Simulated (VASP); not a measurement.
# Co (P6/mmm) in VASP: notebook

The runs below take Co through single point, with PBE.

Program: VASP 6.6.1. These are calculated values, not measurements. Logs are shortened: lines on timing, memory, paths and dates and some standing lists are left out, and cuts for length are marked.

### 1 The cell of the first run

It takes space group P6/mmm (No. 191, hexagonal). The conventional cell has a = 2.029 Å, b = 2.029 Å, c = 1.909 Å, α = 90.00°, β = 90.00°, γ = 120.00°. Within 2.5 Å of Co (site symmetry 6/mmm) lie 8 Co at 1.91 to 2.03 Å.

This isn't the form of Co at room conditions, which is hcp.

### 2 Single point, PBE, collinear spin, ferromagnetic start

The input, INCAR:

```
ALGO     = Normal         # electronic algorithm
EDIFF    = 1E-6           # SCF threshold, eV
ENCUT    = 520            # plane-wave cutoff, eV
GGA      = PE             # functional
ISIF     = 2              # what is computed and relaxed
ISMEAR   = -1             # smearing method
ISPIN    = 2              # spin polarisation
LASPH    = True           # aspherical terms in the spheres
LCHARG   = False          # write CHGCAR
LMAXMIX  = 4              # l up to which the mixer works
LORBIT   = 11             # projections on sites
LREAL    = False          # projectors in reciprocal space
LWAVE    = False          # write WAVECAR
MAGMOM   = 1.7            # initial moments
NBANDS   = 14             # bands
NELM     = 150            # most SCF steps
PREC     = Accurate       # precision mode
SIGMA    = 0.08           # smearing width, eV
```

The input, KPOINTS:

```
k-points
0
Gamma
  22 22 20
```

The input, POSCAR:

```
Co
1.0
    2.0289429584      0.0000000000      0.0000000000
   -1.0144714792      1.7571161448      0.0000000000
    0.0000000000      0.0000000000      1.9085302407
Co
1
Direct
    0.0000000000      0.0000000000      0.0000000000
```

Potentials or basis: VASP PAW PBE potentials, release 64 (Co).

Run with:

```
$ cat potpaw_PBE.64/Co/POTCAR > POTCAR
$ mpirun -np 1 vasp_std > vasp.out
```

OUTCAR:

```text
EDIFF = 1E-6
   ENCUT = 520
   GGA = PE
   ISIF = 2
   ISMEAR = -1
   ISPIN = 2
   LASPH = True
   LORBIT = 11
   LREAL = False
   NELM = 150
   PREC = Accurate

 ion  position               nearest neighbor table
   1  0.000  0.000  0.000-

  LATTYP: Found a hexagonal cell.
 ALAT       =     2.0289429584
 C/A-ratio  =     0.9406524874

  Lattice vectors:

 A1 = (   2.0289429584,   0.0000000000,   0.0000000000)
 A2 = (  -1.0144714792,   1.7571161448,   0.0000000000)
 A3 = (   0.0000000000,   0.0000000000,   1.9085302407)

Analysis of symmetry for initial positions (statically):
=====================================================================
 Subroutine PRICEL returns:
 Original cell was already a primitive cell.

 Routine SETGRP: Setting up the symmetry group for a
 hexagonal supercell.

 Subroutine GETGRP returns: Found 24 space group operations
 (whereof 24 operations were pure point group operations)
 out of a pool of 24 trial point group operations.

The static configuration has the point symmetry D_6h.

Analysis of symmetry for dynamics (positions and initial velocities):
=====================================================================
 Subroutine PRICEL returns:
 Original cell was already a primitive cell.

 Routine SETGRP: Setting up the symmetry group for a
 hexagonal supercell.

 Subroutine GETGRP returns: Found 24 space group operations
 (whereof 24 operations were pure point group operations)
 out of a pool of 24 trial point group operations.

The dynamic configuration has the point symmetry D_6h.

Analysis of structural, dynamic, and magnetic symmetry:
=====================================================================
 Subroutine PRICEL returns:
 Original cell was already a primitive cell.

 Routine SETGRP: Setting up the symmetry group for a
 hexagonal supercell.

 Subroutine GETGRP returns: Found 24 space group operations
 (whereof 24 operations were pure point group operations)
 out of a pool of 24 trial point group operations.

The overall configuration has the point symmetry D_6h.

 Subroutine INISYM returns: Found 24 space group operations
 (whereof 24 operations are pure point group operations),
 and found     1 'primitive' translations

----------------------------------------------------------------------------------------

                                     Primitive cell

  volume of cell :       6.8041

  direct lattice vectors                    reciprocal lattice vectors
     2.028942958  0.000000000  0.000000000     0.492867479  0.284557171  0.000000000
    -1.014471479  1.757116145  0.000000000     0.000000000  0.569114343  0.000000000
[... 119 lines left out ...]
   NGX =  7   NGY =  7   NGZ =  7

 number of electron       9.0000007 magnetization       0.0000157

 number of electron       9.0000007 magnetization      -0.0001708

 Free energy of the ion-electron system (eV)
  ---------------------------------------------------
  ext. energy  EPLUGINS =         0.00000000
  ---------------------------------------------------
  free energy    TOTEN  =        -3.56548214 eV

  energy without entropy =       -3.54048545  energy(sigma->0) =       -3.55298380

 E-fermi :  19.2479     XC(G=0): -16.3281

 val. band max:       19.2420482377   @ k =   0.3182   0.1364   0.3000
 cond. band min:      19.2496297799   @ k =   0.2273   0.1818   0.1000
 fundamental gap:      0.0075815422
 Fermi energy:        19.2479269731

 spin component 1

 k-point     1 :       0.0000    0.0000    0.0000
  band No.  band energies     occupation
      1       7.1823      1.00000
      2      11.9371      1.00000
      3      15.7357      1.00000
      4      15.7357      1.00000
      5      20.4256      0.00000
      6      20.4256      0.00000
      7      45.6906      0.00000
      8      46.9007      0.00000
      9      55.2599      0.00000
     10      56.8405      0.00000
     11      56.8405      0.00000
     12      57.1881      0.00000
     13      58.8152      0.00000
     14      58.8152      0.00000
[... 379 lines left out ...]
      3      14.5035      1.00000
      4      17.3153      1.00000
      5      19.4060      0.12178
      6      20.1998      0.00001
      7      42.5006      0.00000
      8      47.0119      0.00000
      9      49.9882      0.00000
     10      54.1934      0.00000
     11      54.7122      0.00000
     12      57.0407      0.00000
     13      64.0513      0.00000
     14      69.4331      0.00000

 [... further k-points ...]

 spin component 2

 k-point     1 :       0.0000    0.0000    0.0000
  band No.  band energies     occupation
      1       7.1823      1.00000
      2      11.9370      1.00000
      3      15.7356      1.00000
      4      15.7356      1.00000
      5      20.4253      0.00000
      6      20.4253      0.00000
      7      45.6906      0.00000
      8      46.9006      0.00000
      9      55.2598      0.00000
     10      56.8404      0.00000
     11      56.8404      0.00000
     12      57.1877      0.00000
     13      58.8152      0.00000
     14      58.8152      0.00000
[... 379 lines left out ...]
      3      14.5034      1.00000
      4      17.3152      1.00000
      5      19.4057      0.12216
      6      20.1995      0.00001
      7      42.5006      0.00000
      8      47.0118      0.00000
      9      49.9881      0.00000
     10      54.1933      0.00000
     11      54.7122      0.00000
     12      57.0403      0.00000
     13      64.0513      0.00000
     14      69.4330      0.00000

 [... further k-points ...]
[... 5 lines left out ...]
  --------------------------------------------------------------------------------------
  -------------------------------------------------------------------------------------
  Total       13.8179700     13.8179700     13.3369415      0.0000000      0.0000000      0.0000000
  in kB     3253.7597023   3253.7597023   3140.4904549      0.0000000      0.0000000      0.0000000
  external PRESSURE =    3216.0032865 kB  Pullay stress =       0.0000000 kB

 VOLUME and BASIS-vectors are now :
 -----------------------------------------------------------------------------
  energy-cutoff  :      520.00
  volume of cell :        6.80
      direct lattice vectors                 reciprocal lattice vectors
     2.028942958  0.000000000  0.000000000     0.492867479  0.284557171  0.000000000
    -1.014471479  1.757116145  0.000000000     0.000000000  0.569114343  0.000000000
     0.000000000  0.000000000  1.908530241     0.000000000  0.000000000  0.523963403

 POSITION                                       TOTAL-FORCE (eV/Angst)
 -----------------------------------------------------------------------------------
      0.00000      0.00000      0.00000         0.000000      0.000000      0.000000
 -----------------------------------------------------------------------------------
    total drift:                                0.000000     -0.000000     -0.000000

  FREE ENERGIE OF THE ION-ELECTRON SYSTEM (eV)
  ---------------------------------------------------
  free  energy   TOTEN  =        -3.5654821367 eV

  energy  without entropy=       -3.5404854534  energy(sigma->0) =       -3.55298380

 total charge

# of ion       s       p       d       tot
------------------------------------------
    1        0.782   1.015   8.000   9.796

 magnetization (x)

# of ion       s       p       d       tot
------------------------------------------
    1       -0.000   0.000  -0.000  -0.000
```

It took 53 s on 1 thread of AMD EPYC 9R45 (Zen 5), shared host; peak memory 0.16 GiB.

Results:

| Property | Result |
| --- | --- |
| Free energy | -3.5655 eV |
| Pressure | 321.6 GPa |
| Net moment | 0.00 μB per cell |

Stress tensor (GPa, compression positive):
```
325.38   0.00   0.00
  0.00 325.38   0.00
  0.00   0.00 314.05
```

Levels at points of the mesh, in eV from the Fermi level:
Spin up:
| k point | band 1 | band 2 | band 3 | band 4 | band 5 | band 6 | band 7 | band 8 |
| --- | --- | --- | --- | --- | --- | --- | --- | --- |
| (0.00, 0.00, 0.00) | -12.07 | -7.31 | -3.51 | -3.51 | 1.18 | 1.18 | 26.44 | 27.65 |
| (0.50, 0.00, 0.00) | -8.47 | -5.71 | -1.61 | -0.75 | 0.62 | 1.44 | 11.32 | 23.45 |
| (0.00, 0.00, 0.50) | -6.50 | -2.70 | -2.70 | -2.61 | -1.63 | -1.63 | 9.88 | 33.53 |
| (0.50, 0.00, 0.50) | -9.21 | -6.38 | -2.90 | 1.69 | 2.72 | 9.64 | 10.33 | 18.45 |
Spin down:
| k point | band 1 | band 2 | band 3 | band 4 | band 5 | band 6 | band 7 | band 8 | band 9 |
| --- | --- | --- | --- | --- | --- | --- | --- | --- | --- |
| (0.00, 0.00, 0.00) | -12.07 | -7.31 | -3.51 | -3.51 | 1.18 | 1.18 | 26.44 | 27.65 | 36.01 |
| (0.50, 0.00, 0.00) | -8.47 | -5.71 | -1.61 | -0.75 | 0.62 | 1.44 | 11.32 | 23.45 | 33.22 |
| (0.00, 0.00, 0.50) | -6.50 | -2.70 | -2.70 | -2.61 | -1.63 | -1.63 | 9.88 | 33.53 | 37.32 |
| (0.50, 0.00, 0.50) | -9.21 | -6.38 | -2.90 | 1.69 | 2.72 | 9.64 | 10.33 | 18.45 | 24.86 |

Caveat: atoms lie so close that the PAW spheres overlap strongly, which falsifies energies and pressures; the cell stands under pressure.

### 3 Single point, PBE, collinear spin, ferromagnetic start

The input, INCAR:

```
  ALGO = Normal
  EDIFF = 1E-7
  ENCUT = 520
  GGA = PE
  ISIF = 2
  ISMEAR = -1
  ISPIN = 2
  LASPH = True
  LCHARG = False
  LMAXMIX = 4
  LORBIT = 11
  LREAL = False
  LWAVE = False
  MAGMOM = 1.7
  NBANDS = 14
  NELM = 150
  PREC = Accurate
  SIGMA = 0.08
```

KPOINTS is that of step 2.

The input, POSCAR:

```
Co
1.0
    2.0290848490      0.0000000000      0.0000000000
   -1.0145424245      1.7572390257      0.0000000000
    0.0000000000      0.0000000000      1.9072763338
Co
1
Direct
    0.0000000000      0.0000000000      0.0000000000
```

Potentials or basis: VASP PAW PBE potentials, release 64 (Co).

Run with:

```
$ cat potpaw_PBE.64/Co/POTCAR > POTCAR
$ mpirun -np 1 vasp_std > vasp.out
```

Run time: 49 s. Hardware: 1 thread of AMD EPYC 9R45 (Zen 5), shared host; peak memory 0.16 GiB.

The run converged. Its results:

* Free energy: -3.5586 eV
* Pressure: 322.3 GPa
* Net moment: 0.00 μB per cell

Stress tensor (GPa, compression positive):
```
325.58   0.00   0.00
  0.00 325.58   0.00
  0.00   0.00 315.62
```

Levels at points of the mesh, in eV from the Fermi level:
Spin up:
```csv
k point,band 1,band 2,band 3,band 4,band 5,band 6,band 7,band 8,band 9
"(0.00, 0.00, 0.00)",-12.07,-7.32,-3.52,-3.52,1.18,1.18,26.43,27.70,36.04
"(0.50, 0.00, 0.00)",-8.48,-5.72,-1.60,-0.76,0.62,1.43,11.32,23.44,33.25
"(0.00, 0.00, 0.50)",-6.49,-2.70,-2.70,-2.60,-1.64,-1.64,9.90,33.53,37.31
"(0.50, 0.00, 0.50)",-9.21,-6.38,-2.91,1.69,2.72,9.65,10.33,18.46,24.87
```
Spin down:
```csv
k point,band 1,band 2,band 3,band 4,band 5,band 6,band 7,band 8,band 9
"(0.00, 0.00, 0.00)",-12.07,-7.32,-3.52,-3.52,1.18,1.18,26.43,27.70,36.04
"(0.50, 0.00, 0.00)",-8.48,-5.72,-1.60,-0.76,0.62,1.43,11.32,23.44,33.25
"(0.00, 0.00, 0.50)",-6.49,-2.70,-2.70,-2.60,-1.64,-1.64,9.90,33.53,37.31
"(0.50, 0.00, 0.50)",-9.22,-6.38,-2.91,1.69,2.72,9.65,10.33,18.46,24.87
```

Caveat: atoms lie so close that the PAW spheres overlap strongly, which falsifies energies and pressures; the cell stands under pressure.
